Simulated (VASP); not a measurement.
# Sb (P6_3/mmc) in VASP: further runs

Runs on Sb. Level: PBEsol. Tasks: single point.

Everything below comes from runs of VASP 6.6.1. Logs are shortened: lines on timing, memory, paths and dates and some standing lists are left out, and cuts for length are marked.

## (1) The cell of the first run

The structure is hexagonal, space group P6_3/mmc (No. 194). The conventional cell has a = 3.318 Å, b = 3.318 Å, c = 5.480 Å, α = 90.00°, β = 90.00°, γ = 120.00°. Sb (site symmetry -6m2) has 12 Sb at 3.32 to 3.34 Å within 4.4 Å.

## (2) Single point, PBEsol

INCAR

```
SYSTEM = Sb
  PREC = Accurate
  ENCUT = 520
  EDIFF = 1E-7
  ISMEAR = 1
  SIGMA = 0.1
  LREAL = .FALSE.
  LASPH = .TRUE.
  NELM = 100
  ALGO = Normal
  ISIF = 2
  LWAVE = .FALSE.
  LCHARG = .FALSE.
  GGA = PS
  NBANDS = 12
```

KPOINTS

```
regular mesh
0
G
  14 14 8
  0 0 0
```

POSCAR

```
Sb
1.0
    3.3178103360      0.0000000000      0.0000000000
   -1.6589051680      2.8733080359      0.0000000000
    0.0000000000      0.0000000000      5.4795567184
Sb
2
Direct
    0.3333333333      0.6666666667      0.2500000000
    0.6666666667      0.3333333333      0.7500000000
```

Potentials or basis: VASP PAW PBE potentials, release 64 (Sb).

Launch:

```sh
$ cat potpaw_PBE.64/Sb/POTCAR > POTCAR
$ mpirun -np 1 vasp_std > vasp.out
```

OUTCAR:

```text
SYSTEM = Sb
   PREC = Accurate
   ENCUT = 520
   EDIFF = 1E-7
   ISMEAR = 1
   LREAL = .FALSE.
   LASPH = .TRUE.
   NELM = 100
   ISIF = 2
   GGA = PS

 ion  position               nearest neighbor table
   1  0.333  0.667  0.250-   2 3.34   2 3.34   2 3.34   2 3.34   2 3.34   2 3.34
   2  0.667  0.333  0.750-   1 3.34   1 3.34   1 3.34   1 3.34   1 3.34   1 3.34

  LATTYP: Found a hexagonal cell.
 ALAT       =     3.3178103360
 C/A-ratio  =     1.6515581554

  Lattice vectors:

 A1 = (   3.3178103360,   0.0000000000,   0.0000000000)
 A2 = (  -1.6589051680,   2.8733080359,   0.0000000000)
 A3 = (   0.0000000000,   0.0000000000,   5.4795567184)

Analysis of symmetry for initial positions (statically):
=====================================================================
 Subroutine PRICEL returns:
 Original cell was already a primitive cell.

 Routine SETGRP: Setting up the symmetry group for a
 hexagonal supercell.

 Subroutine GETGRP returns: Found 24 space group operations
 (whereof 12 operations were pure point group operations)
 out of a pool of 24 trial point group operations.

The static configuration has the point symmetry D_3d.
 The point group associated with its full space group is D_6h.

Analysis of symmetry for dynamics (positions and initial velocities):
=====================================================================
 Subroutine PRICEL returns:
 Original cell was already a primitive cell.

 Routine SETGRP: Setting up the symmetry group for a
 hexagonal supercell.

 Subroutine GETGRP returns: Found 24 space group operations
 (whereof 12 operations were pure point group operations)
 out of a pool of 24 trial point group operations.

The dynamic configuration has the point symmetry D_3d.
 The point group associated with its full space group is D_6h.

 Subroutine INISYM returns: Found 24 space group operations
 (whereof 12 operations are pure point group operations),
 and found     1 'primitive' translations

----------------------------------------------------------------------------------------

                                     Primitive cell

  volume of cell :      52.2371

  direct lattice vectors                    reciprocal lattice vectors
     3.317810336  0.000000000  0.000000000     0.301403606  0.174015453  0.000000000
    -1.658905168  2.873308036  0.000000000     0.000000000  0.348030906  0.000000000
     0.000000000  0.000000000  5.479556718     0.000000000  0.000000000  0.182496514

  length of vectors
     3.317810336  3.317810336  5.479556718     0.348030906  0.348030906  0.182496514

  position of ions in fractional coordinates (direct lattice)
     0.333333333  0.666666667  0.250000000
     0.666666667  0.333333333  0.750000000

  ion indices of the primitive-cell ions
   primitive index   ion index
                 1           1
                 2           2

----------------------------------------------------------------------------------------

 KPOINTS: regular mesh

Automatic generation of k-mesh.
 Grid dimensions read from file:
 generate k-points for:   14   14    8

 Generating k-lattice:

  Cartesian coordinates                     Fractional coordinates (reciprocal lattice)
     0.021528829  0.012429675  0.000000000     0.071428571  0.000000000  0.000000000
     0.000000000  0.024859350  0.000000000     0.000000000  0.071428571  0.000000000
     0.000000000  0.000000000  0.022812064     0.000000000  0.000000000  0.125000000

  Length of vectors
     0.024859350  0.024859350  0.022812064

  Shift w.r.t. Gamma in fractional coordinates (k-lattice)
     0.000000000  0.000000000  0.000000000

 Subroutine IBZKPT returns following result:
 ===========================================

 Found    120 irreducible k-points:

 Following reciprocal coordinates:
            Coordinates               Weight
  0.000000  0.000000  0.000000      1.000000
  0.071429  0.000000  0.000000      6.000000
  0.142857 -0.000000  0.000000      6.000000
  0.214286 -0.000000  0.000000      6.000000
  0.285714 -0.000000  0.000000      6.000000
  0.357143 -0.000000  0.000000      6.000000
[... 16 lines left out ...]
  0.285714  0.285714  0.000000      6.000000
  0.357143  0.285714  0.000000      6.000000
 [... further k-points ...]
   k-points           NKPTS =    120   k-points in BZ     NKDIM =    120   number of bands    NBANDS=     12
   number of dos      NEDOS =    301   number of ions     NIONS =      2
   total plane-waves  NPLWV =  32928
   dimension x,y,z NGX =    28 NGY =   28 NGZ =   42
   dimension x,y,z NGXF=    56 NGYF=   56 NGZF=   84
   ions per type =               2
   NGX,Y,Z   is equivalent  to a cutoff of  14.03, 14.03, 12.74 a.u.
   NGXF,Y,Z  is equivalent  to a cutoff of  28.06, 28.06, 25.49 a.u.
 SYSTEM =  Sb
   PREC   = accura    normal or accurate (medium, high low for compatibility)
   ISTART =      0    job   : 0-new  1-cont  2-samecut
   ICHARG =      2    charge: 1-file 2-atom 10-const
   ISPIN  =      1    spin polarized calculation?
   LNONCOLLINEAR =      F non collinear calculations
   LSORBIT =      F    spin-orbit coupling
   LASPH  =      T    aspherical Exc in radial PAW
   ENCUT  =  520.0 eV  38.22 Ry    6.18 a.u.   6.17  6.17 10.19*2*pi/ulx,y,z
   NELM   =    100;   NELMIN=  2; NELMDL= -5     # of ELM steps
   EDIFF  = 0.1E-06   stopping-criterion for ELM
   LREAL  =      F    real-space projection
   EDIFFG = 0.1E-05   stopping-criterion for IOM
   NSW    =      0    number of steps for IOM
   IBRION =     -1    ionic relax: 0-MD 1-quasi-New 2-CG
   NFREE  =      0    steps in history (QN), initial steepest desc. (CG)
   ISIF   =      2    stress and relaxation
   ISYM   =      2    0-nonsym 1-usesym 2-fastsym
   POTIM  = 0.5000    time-step for ionic-motion
   TEBEG  =    0.0;   TEEND  =   0.0 temperature during run
   PSTRESS=    0.0 pullay stress
   NELECT =      10.0000    total number of electrons
   NUPDOWN=      -1.0000    fix difference up-down
   EMIN   =  10.00;   EMAX   =-10.00  energy-range for DOS
   EFERMI =   0.00;   METHOD = LEGACY
   ISMEAR =     1;   SIGMA  =   0.10  broadening in eV -4-tet -1-fermi 0-gaus
   EFERMI_NEDOS =   21; number of points for ismear=-14 and -15
   IALGO  =     38    algorithm
   IMIX   =      4    mixing-type and parameters
     AMIX     =   0.40;   BMIX     =  1.00
     AMIX_MAG =   1.60;   BMIX_MAG =  1.00
  volume/ion in A,a.u.               =      26.12       176.26
  Fermi-wavevector in a.u.,A,eV,Ry     =   0.943514  1.782983 12.112165  0.890219
  Thomas-Fermi vector in A             =   2.071229
   LORBIT       =      0    0 simple, 1 ext, 2 COOP (PROOUT), +10 PAW based schemes
   GGA     = PS    functional components
   LHFCALC =     F    Hartree Fock is set to
   AEXX    =    0.0000 exact exchange contribution
   IVDW    =     0    specifies the selected vdW correction
   LEPSILON=     F    determine dielectric tensor
   LRPA    =     F    only Hartree local field effects (RPA)
 non-spin polarized calculation
 Methfessel and Paxton  Order N= 1 SIGMA  =   0.10
  energy-cutoff  :      520.00
  volume of cell :       52.24
 maximum number of plane-waves:      1424
 NGX is ok and might be reduce to    28
   NGX = 13   NGY = 13   NGZ = 21

 number of electron      10.0000000 magnetization

 Free energy of the ion-electron system (eV)
  ---------------------------------------------------
  ext. energy  EPLUGINS =         0.00000000
  ---------------------------------------------------
  free energy    TOTEN  =        -8.67094887 eV

  energy without entropy =       -8.67072998  energy(sigma->0) =       -8.67087591

 E-fermi :   8.8214     XC(G=0): -10.4646

 val. band max:        8.8178434305   @ k =   0.3571   0.2143   0.0000
 cond. band min:       8.8239498809   @ k =   0.4286   0.0714   0.3750
 fundamental gap:      0.0061064504
 Fermi energy:         8.8213668031

 k-point     1 :       0.0000    0.0000    0.0000
  band No.  band energies     occupation
      1      -4.4018      2.00000
      2      -0.5808      2.00000
      3       2.7335      2.00000
      4      12.6271      0.00000
      5      12.6271      0.00000
      6      14.2304      0.00000
      7      14.2660      0.00000
      8      14.2660      0.00000
      9      16.7745      0.00000
     10      17.8029      0.00000
     11      18.9163      0.00000
     12      18.9163      0.00000

 k-point     2 :       0.0714    0.0000    0.0000
  band No.  band energies     occupation
      1      -4.3085      2.00000
      2      -0.4973      2.00000
      3       2.8308      2.00000
      4      11.6395      0.00000
      5      12.2486      0.00000
      6      13.7523      0.00000
      7      14.1573      0.00000
      8      14.3580      0.00000
      9      17.0816      0.00000
     10      17.6736      0.00000
     11      18.9210      0.00000
     12      18.9391      0.00000

 k-point     3 :       0.1429   -0.0000    0.0000
  band No.  band energies     occupation
      1      -4.0292      2.00000
      2      -0.2502      2.00000
      3       3.1209      2.00000
      4       9.7875     -0.00000
      5      11.5127      0.00000
      6      12.4963      0.00000
      7      13.8337      0.00000
      8      14.2477      0.00000
      9      15.9859      0.00000
     10      18.1186      0.00000
     11      18.5596      0.00000
     12      19.1477      0.00000

 k-point     4 :       0.2143   -0.0000    0.0000
  band No.  band energies     occupation
      1      -3.5665      2.00000
      2       0.1463      2.00000
      3       3.5983      2.00000
      4       7.8527      2.00000
      5      10.7666     -0.00000
      6      10.9171      0.00000
      7      13.0458      0.00000
      8      13.8350      0.00000
      9      14.9437      0.00000
     10      17.2704      0.00000
     11      18.4376      0.00000
     12      19.1312      0.00000

 k-point     5 :       0.2857   -0.0000    0.0000
  band No.  band energies     occupation
      1      -2.9274      2.00000
      2       0.6480      2.00000
      3       4.2511      2.00000
      4       6.0728      2.00000
      5       9.2517     -0.00000
      6      10.1289     -0.00000
      7      11.8338      0.00000
      8      13.3419      0.00000
      9      14.1893      0.00000
     10      16.8381      0.00000
     11      18.0370      0.00000
     12      18.6516      0.00000
[... 228 lines left out ...]
      1      -1.1128      2.00000
      2       1.4076      2.00000
      3       4.8850      2.00000
      4       5.7272      2.00000
      5       6.0906      2.00000
      6       7.9765      2.00000
      7       9.4775     -0.00000
      8       9.7565     -0.00000
      9      13.4274      0.00000
     10      17.9739      0.00000
     11      19.8510      0.00000
     12      20.0969      0.00000

 k-point    22 :       0.3571    0.2143    0.0000
  band No.  band energies     occupation
      1      -0.2822      2.00000
      2       1.0544      2.00000
      3       4.5231      2.00000
      4       5.9357      2.00000
      5       6.8064      2.00000
      6       6.9124      2.00000
      7       8.8178      1.05959
      8       9.2154     -0.00000
      9      13.0752      0.00000
     10      17.8441      0.00000
     11      20.5786      0.00000
     12      21.3921      0.00000

 k-point    23 :       0.2857    0.2857    0.0000
  band No.  band energies     occupation
      1      -0.2827      2.00000
      2       1.2320      2.00000
      3       4.5894      2.00000
      4       5.5573      2.00000
      5       6.9490      2.00000
      6       7.3477      2.00000
      7       8.3099      2.00000
      8       8.9767     -0.05045
      9      12.6412      0.00000
     10      19.7969      0.00000
     11      20.1333      0.00000
     12      20.6929      0.00000

 k-point    24 :       0.3571    0.2857    0.0000
  band No.  band energies     occupation
      1       0.3221      2.00000
      2       0.8617      2.00000
      3       4.2709      2.00000
      4       6.2674      2.00000
      5       6.5281      2.00000
      6       7.5924      2.00000
      7       7.9574      2.00000
      8       8.3632      2.00000
      9      12.3725      0.00000
     10      19.9023      0.00000
     11      21.3220      0.00000
     12      21.7466      0.00000

 [... further k-points ...]

------------------------ aborting loop because EDIFF is reached ----------------------------------------

  FORCE on cell =-STRESS in cart. coord.  units (eV):
  Direction    XX          YY          ZZ          XY          YZ          ZX
  --------------------------------------------------------------------------------------
  -------------------------------------------------------------------------------------
  Total       -0.0078956     -0.0078956     -0.0035996      0.0000000      0.0000000      0.0000000
  in kB       -0.2421682     -0.2421682     -0.1104055      0.0000000      0.0000000      0.0000000
  external PRESSURE =      -0.1982473 kB  Pullay stress =       0.0000000 kB

 VOLUME and BASIS-vectors are now :
 -----------------------------------------------------------------------------
  energy-cutoff  :      520.00
  volume of cell :       52.24
      direct lattice vectors                 reciprocal lattice vectors
     3.317810336  0.000000000  0.000000000     0.301403606  0.174015453  0.000000000
    -1.658905168  2.873308036  0.000000000     0.000000000  0.348030906  0.000000000
     0.000000000  0.000000000  5.479556718     0.000000000  0.000000000  0.182496514

 POSITION                                       TOTAL-FORCE (eV/Angst)
 -----------------------------------------------------------------------------------
     -0.00000      1.91554      1.36989         0.000000     -0.000000      0.000000
      1.65891      0.95777      4.10967        -0.000000      0.000000      0.000000
 -----------------------------------------------------------------------------------
    total drift:                               -0.000000      0.000000      0.000000

  FREE ENERGIE OF THE ION-ELECTRON SYSTEM (eV)
  ---------------------------------------------------
  free  energy   TOTEN  =        -8.6709488682 eV

  energy  without entropy=       -8.6707299814  energy(sigma->0) =       -8.67087591
```

Run time: 61 s. Hardware: 1 thread of Intel Xeon Platinum 8375C at 2.90GHz (Ice Lake), shared host; peak memory 0.21 GiB.

What came out:

| Item | Value |
| --- | --- |
| Free energy | -8.6709 eV |
| Pressure | 0.0 GPa |
| Band gap on the k mesh | zero (band 5 reaches 13.44 eV, above the bottom of band 6 at 5.68 eV) |

Caveat: the PAW data sets were made with another functional, which shifts forces and pressure a little; spin-orbit coupling is left out, which moves the levels of the heavy elements.

## (3) Single point, PBEsol

This run uses another cell than the first one, of 25.89 Å³/atom, 0.991 times its volume.

INCAR

```
SYSTEM = Sb
PREC = Accurate
ENCUT = 520
EDIFF = 1E-7
ISMEAR = 1
SIGMA = 0.1
LREAL = .False.
LASPH = .True.
NELM = 60
ALGO = Normal
ISIF = 2
LWAVE = .False.
LCHARG = .False.
GGA = PS
NBANDS = 12
```

KPOINTS

```
Automatic mesh
0
Gamma
  15 15 8
  0 0 0
```

POSCAR

```
Sb
1.0
    3.3006191743      0.0000000000      0.0000000000
   -1.6503095871      2.8584200531      0.0000000000
    0.0000000000      0.0000000000      5.4875155572
Sb
2
Direct
    0.3333333333      0.6666666667      0.2500000000
    0.6666666667      0.3333333333      0.7500000000
```

Potentials or basis: VASP PAW PBE potentials, release 64 (Sb).

Launch:

```sh
$ cat potpaw_PBE.64/Sb/POTCAR > POTCAR
$ mpirun -np 1 vasp_std > vasp.out
```

Wall time 64 s (1 thread of Intel Xeon Platinum 8375C at 2.90GHz (Ice Lake), shared host); peak memory 0.22 GiB.

It converged, with:

```
Free energy            : -8.6814 eV
Pressure               : 0.7 GPa
Band gap on the k mesh : zero (band 5 reaches 13.68 eV, above the bottom of band 6 at 5.48 eV)
```

Stress tensor (GPa, compression positive):
```
0.79 0.00 0.00
0.00 0.79 0.00
0.00 0.00 0.63
```

Levels at points of the mesh, in eV from the Fermi level:
```csv
k point,band 1,band 2,band 3,band 4,band 5,band 6,band 7,band 8,band 9,band 10
"(0.00, 0.00, 0.00)",-13.30,-9.49,-6.16,3.93,3.93,5.37,5.56,5.56,8.09,9.00
"(0.00, 0.00, 0.50)",-12.07,-12.07,-1.07,-1.07,4.74,4.74,4.74,4.74,8.96,8.96
```

Caveat: the PAW data sets were made with another functional, which shifts forces and pressure a little; spin-orbit coupling is left out, which moves the levels of the heavy elements.

(Continued in part 2 of 2.)
